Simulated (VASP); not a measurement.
# BeAs2C (P-4m2) in VASP: notebook, part 3 of 3

VASP 6.6.1. Earlier steps stand in the parts before.

## Step 5: Single point, r2SCAN

The input, POSCAR:

```
BeAs2C
1.0
    3.4247097982      0.0000000000      0.0000000000
    0.0000000000      3.4247097982      0.0000000000
    0.0000000000      0.0000000000      4.8968630612
Be As C
1 2 1
Direct
    0.0000000000      0.0000000000      0.0000000000
    0.0000000000      0.5000000000      0.2605674643
    0.5000000000      0.0000000000      0.7394325357
    0.5000000000      0.5000000000      0.5000000000
```

The input, INCAR.step1:

```
SYSTEM = BeAs2C
PREC     = Accurate       ! precision mode
ENCUT    = 520            ! plane-wave cutoff, eV
ISMEAR   = -1             ! smearing method
SIGMA    = 0.02           ! smearing width, eV
LREAL    = .False.        ! projectors in reciprocal space
LASPH    = .True.         ! aspherical terms in the spheres
NELM     = 60             ! most SCF steps
NBANDS   = 16             ! bands
GGA      = PE             ! functional
ALGO     = Normal         ! electronic algorithm
EDIFF    = 1E-4           ! SCF threshold, eV
LWAVE    = .True.         ! write WAVECAR
LCHARG   = .False.        ! write CHGCAR
```

The input, INCAR.step2:

```
SYSTEM = BeAs2C
PREC     = Accurate       ! precision mode
ENCUT    = 520            ! plane-wave cutoff, eV
EDIFF    = 1E-6           ! SCF threshold, eV
ISMEAR   = -1             ! smearing method
SIGMA    = 0.02           ! smearing width, eV
LREAL    = .False.        ! projectors in reciprocal space
LASPH    = .True.         ! aspherical terms in the spheres
NELM     = 60             ! most SCF steps
ALGO     = Normal         ! electronic algorithm
ISIF     = 2              ! what is computed and relaxed
LWAVE    = .False.        ! write WAVECAR
LCHARG   = .False.        ! write CHGCAR
METAGGA  = R2SCAN         ! meta-GGA
LMIXTAU  = .True.       
NBANDS   = 16             ! bands
ISTART   = 1
```

The input, KPOINTS:

```
regular mesh
0
Gamma
  6 6 4
  0 0 0
```

Potentials or basis: VASP PAW PBE potentials, release 64 (Be, As, C).

On the command line:

```console
$ cat potpaw_PBE.64/Be/POTCAR potpaw_PBE.64/As/POTCAR potpaw_PBE.64/C/POTCAR > POTCAR
$ cp INCAR.step1 INCAR
$ mpirun -np 1 vasp_std > vasp.out
$ cp INCAR.step2 INCAR
$ mpirun -np 1 vasp_std > vasp.out
```

OUTCAR:

```text
SYSTEM = BeAs2C
   PREC = Accurate
   ENCUT = 520
   EDIFF = 1E-6
   ISMEAR = -1
   LREAL = .False.
   LASPH = .True.
   NELM = 60
   ISIF = 2
   METAGGA = R2SCAN
   ISTART = 1

 ion  position               nearest neighbor table
   1  0.000  0.000  0.000-   2 2.14   3 2.14   2 2.14   3 2.14
   2  0.000  0.500  0.261-   4 2.08   4 2.08   1 2.14   1 2.14
   3  0.500  0.000  0.739-   4 2.08   4 2.08   1 2.14   1 2.14
   4  0.500  0.500  0.500-   2 2.08   3 2.08   3 2.08   2 2.08

  LATTYP: Found a simple tetragonal cell.
 ALAT       =     3.4247097982
 C/A-ratio  =     1.4298621926

  Lattice vectors:

 A1 = (   3.4247097982,   0.0000000000,   0.0000000000)
 A2 = (   0.0000000000,   3.4247097982,   0.0000000000)
 A3 = (   0.0000000000,   0.0000000000,   4.8968630612)

Analysis of symmetry for initial positions (statically):
=====================================================================
 Subroutine PRICEL returns:
 Original cell was already a primitive cell.

 Routine SETGRP: Setting up the symmetry group for a
 simple tetragonal supercell.

 Subroutine GETGRP returns: Found  8 space group operations
 (whereof  8 operations were pure point group operations)
 out of a pool of 16 trial point group operations.

The static configuration has the point symmetry D_2d.

Analysis of symmetry for dynamics (positions and initial velocities):
=====================================================================
 Subroutine PRICEL returns:
 Original cell was already a primitive cell.

 Routine SETGRP: Setting up the symmetry group for a
 simple tetragonal supercell.

 Subroutine GETGRP returns: Found  8 space group operations
 (whereof  8 operations were pure point group operations)
 out of a pool of 16 trial point group operations.

The dynamic configuration has the point symmetry D_2d.

 Subroutine INISYM returns: Found  8 space group operations
 (whereof  8 operations are pure point group operations),
 and found     1 'primitive' translations

----------------------------------------------------------------------------------------

                                     Primitive cell

  volume of cell :      57.4335

  direct lattice vectors                    reciprocal lattice vectors
     3.424709798  0.000000000  0.000000000     0.291995544  0.000000000  0.000000000
     0.000000000  3.424709798  0.000000000     0.000000000  0.291995544  0.000000000
     0.000000000  0.000000000  4.896863061     0.000000000  0.000000000  0.204212368

  length of vectors
     3.424709798  3.424709798  4.896863061     0.291995544  0.291995544  0.204212368

  position of ions in fractional coordinates (direct lattice)
     0.000000000  0.000000000  0.000000000
     0.000000000  0.500000000  0.260567464
     0.500000000  0.000000000  0.739432536
     0.500000000  0.500000000  0.500000000

  ion indices of the primitive-cell ions
   primitive index   ion index
                 1           1
                 2           2
                 3           3
                 4           4

[... 21 lines left out ...]
 Subroutine IBZKPT returns following result:
 ===========================================

 Found     30 irreducible k-points:

 Following reciprocal coordinates:
            Coordinates               Weight
  0.000000  0.000000  0.000000      1.000000
  0.166667  0.000000  0.000000      4.000000
  0.333333  0.000000  0.000000      4.000000
  0.500000  0.000000  0.000000      2.000000
  0.166667  0.166667  0.000000      4.000000
  0.333333  0.166667  0.000000      8.000000
[... 16 lines left out ...]
  0.333333  0.000000  0.500000      4.000000
  0.500000  0.000000  0.500000      2.000000
 [... further k-points ...]
   k-points           NKPTS =     30   k-points in BZ     NKDIM =     30   number of bands    NBANDS=     16
   number of dos      NEDOS =    301   number of ions     NIONS =      4
   total plane-waves  NPLWV =  28224
   dimension x,y,z NGX =    28 NGY =   28 NGZ =   36
   dimension x,y,z NGXF=    56 NGYF=   56 NGZF=   72
   ions per type =               1   2   1
   NGX,Y,Z   is equivalent  to a cutoff of  13.59, 13.59, 12.22 a.u.
   NGXF,Y,Z  is equivalent  to a cutoff of  27.18, 27.18, 24.44 a.u.
 SYSTEM =  BeAs2C
   PREC   = accura    normal or accurate (medium, high low for compatibility)
   ISTART =      1    job   : 0-new  1-cont  2-samecut
   ICHARG =      0    charge: 1-file 2-atom 10-const
   ISPIN  =      1    spin polarized calculation?
   LNONCOLLINEAR =      F non collinear calculations
   LSORBIT =      F    spin-orbit coupling
   LASPH  =      T    aspherical Exc in radial PAW
   ENCUT  =  520.0 eV  38.22 Ry    6.18 a.u.   6.37  6.37  9.10*2*pi/ulx,y,z
   NELM   =     60;   NELMIN=  2; NELMDL=  0     # of ELM steps
   EDIFF  = 0.1E-05   stopping-criterion for ELM
   LREAL  =      F    real-space projection
   EDIFFG = 0.1E-04   stopping-criterion for IOM
   NSW    =      0    number of steps for IOM
   IBRION =     -1    ionic relax: 0-MD 1-quasi-New 2-CG
   NFREE  =      0    steps in history (QN), initial steepest desc. (CG)
   ISIF   =      2    stress and relaxation
   ISYM   =      2    0-nonsym 1-usesym 2-fastsym
   POTIM  = 0.5000    time-step for ionic-motion
   TEBEG  =    0.0;   TEEND  =   0.0 temperature during run
   PSTRESS=    0.0 pullay stress
   NELECT =      16.0000    total number of electrons
   NUPDOWN=      -1.0000    fix difference up-down
   EMIN   =  10.00;   EMAX   =-10.00  energy-range for DOS
   EFERMI =   0.00;   METHOD = LEGACY
   ISMEAR =    -1;   SIGMA  =   0.02  broadening in eV -4-tet -1-fermi 0-gaus
   EFERMI_NEDOS =   21; number of points for ismear=-14 and -15
   IALGO  =     38    algorithm
   IMIX   =      4    mixing-type and parameters
     AMIX     =   0.40;   BMIX     =  1.00
     AMIX_MAG =   1.60;   BMIX_MAG =  1.00
  volume/ion in A,a.u.               =      14.36        96.90
  Fermi-wavevector in a.u.,A,eV,Ry     =   1.069202  2.020498 15.554076  1.143192
  Thomas-Fermi vector in A             =   2.204874
   LORBIT       =      0    0 simple, 1 ext, 2 COOP (PROOUT), +10 PAW based schemes
   METAGGA = R2SCAN    functional components
   LHFCALC =     F    Hartree Fock is set to
   AEXX    =    0.0000 exact exchange contribution
   IVDW    =     0    specifies the selected vdW correction
   LEPSILON=     F    determine dielectric tensor
   LRPA    =     F    only Hartree local field effects (RPA)
 non-spin polarized calculation
  energy-cutoff  :      520.00
  volume of cell :       57.43
 maximum number of plane-waves:      1570
 NGX is ok and might be reduce to    28
   NGX = 13   NGY = 13   NGZ = 19

 number of electron      16.0000000 magnetization

 Free energy of the ion-electron system (eV)
  ---------------------------------------------------
  ext. energy  EPLUGINS =         0.00000000
  ---------------------------------------------------
  free energy    TOTEN  =       -41.95840359 eV

  energy without entropy =      -41.95766606  energy(sigma->0) =      -41.95803482

 E-fermi :   5.9133     XC(G=0): -10.7768

 val. band max:        5.8255077167   @ k =   0.0000   0.0000   0.2500
 cond. band min:       5.9378496042   @ k =   0.1667   0.0000   0.0000
 fundamental gap:      0.1123418876
 Fermi energy:         5.9132883272

 k-point     1 :       0.0000    0.0000    0.0000
  band No.  band energies     occupation
      1     -10.9183      2.00000
      2      -5.9661      2.00000
      3      -3.4357      2.00000
      4       0.8515      2.00000
      5       0.8515      2.00000
      6       4.8607      2.00000
[... 433 lines left out ...]
      3      -4.4256      2.00000
      4      -1.8560      2.00000
      5       1.8902      2.00000
      6       3.0154      2.00000
[... 8 lines left out ...]
     15      14.6720      0.00000
     16      15.7322      0.00000

 [... further k-points ...]

------------------------ aborting loop because EDIFF is reached ----------------------------------------

  FORCE on cell =-STRESS in cart. coord.  units (eV):
  Direction    XX          YY          ZZ          XY          YZ          ZX
  --------------------------------------------------------------------------------------
  -------------------------------------------------------------------------------------
  Total        0.1227787      0.1227787      0.1177094      0.0000000      0.0000000     -0.0000000
  in kB        3.4250599      3.4250599      3.2836445      0.0000000      0.0000000     -0.0000000
  external PRESSURE =       3.3779214 kB  Pullay stress =       0.0000000 kB

 VOLUME and BASIS-vectors are now :
 -----------------------------------------------------------------------------
  energy-cutoff  :      520.00
  volume of cell :       57.43
      direct lattice vectors                 reciprocal lattice vectors
     3.424709798  0.000000000  0.000000000     0.291995544  0.000000000  0.000000000
     0.000000000  3.424709798  0.000000000     0.000000000  0.291995544  0.000000000
     0.000000000  0.000000000  4.896863061     0.000000000  0.000000000  0.204212368

 POSITION                                       TOTAL-FORCE (eV/Angst)
 -----------------------------------------------------------------------------------
      0.00000      0.00000      0.00000        -0.000000     -0.000000      0.000000
      0.00000      1.71235      1.27596        -0.000000     -0.000000      0.043162
      1.71235      0.00000      3.62090         0.000000     -0.000000     -0.043162
      1.71235      1.71235      2.44843        -0.000000      0.000000      0.000000
 -----------------------------------------------------------------------------------
    total drift:                                0.000000      0.000000      0.000000

  FREE ENERGIE OF THE ION-ELECTRON SYSTEM (eV)
  ---------------------------------------------------
  free  energy   TOTEN  =       -41.9584035858 eV

  energy  without entropy=      -41.9576660632  energy(sigma->0) =      -41.95803482
```

It took 39 s on 1 thread of Intel Xeon Platinum 8481C at 2.70GHz (Sapphire Rapids), shared host; peak memory 0.19 GiB.

Results:

- Free energy: -41.9584 eV
- Pressure: 0.3 GPa
- Largest force: 0.043 eV/Å
- Band gap on the k mesh: zero (bands 8 and 9 overlap by 0.54 eV)

Forces on the atoms (eV/Å):
```
Be   0.000  0.000  0.000
As   0.000  0.000  0.043
As   0.000  0.000 -0.043
C    0.000  0.000  0.000
```

Levels at points of the mesh, in eV from the Fermi level:
```
           k point  band 4  band 5  band 6  band 7  band 8  band 9  band 10  band 11  band 12  band 13
(0.00, 0.00, 0.00)   -5.06   -5.06   -1.05   -0.67    0.17    0.17     1.23     3.12     3.12     3.73
(0.50, 0.00, 0.00)   -5.53   -5.49   -5.00   -4.10   -0.68    1.17     4.22     4.80     4.91     7.36
(0.50, 0.50, 0.00)   -6.25   -5.75   -4.54   -4.54   -3.12    0.04     1.55     1.55     3.59     8.59
(0.00, 0.00, 0.50)   -4.68   -4.68   -3.86   -1.43   -1.43    0.42     0.75     4.83     5.72     5.72
(0.50, 0.00, 0.50)   -7.77   -4.02   -2.90   -1.86   -0.51   -0.38     3.90     4.09     4.32     5.81
(0.50, 0.50, 0.50)   -6.55   -5.44   -5.44   -5.09   -5.04    3.61     4.60     5.10     5.10     6.70
```

Caveat: the PAW data sets were made with another functional, which shifts forces and pressure a little.

## Step 6: Summary

| smearing | gap on the mesh (eV) | pressure (GPa) | largest force (eV/Å) |
| --- | --- | --- | --- |
| methfessel-paxton 0.001 eV | none | 0.3 | 0.05 |
| fermi-dirac 0.5 eV | none | 1.4 | 0.36 |
| fermi-dirac 0.05 eV | none | 0.3 | 0.03 |
| fermi-dirac 0.02 eV | none | 0.3 | 0.04 |

Alike in all rows: task single point; level r2SCAN; potentials or basis VASP PAW PBE potentials, release 64 (Be, As, C); no spin polarisation; cell as given; k mesh 6 × 6 × 4; cutoff (eV) 520.

Caveats: the PAW data sets were made with another functional, which shifts forces and pressure a little; so wide a smearing shifts energies and pressures (at least some runs).

Absolute energies hang on the potentials; compare differences alone.
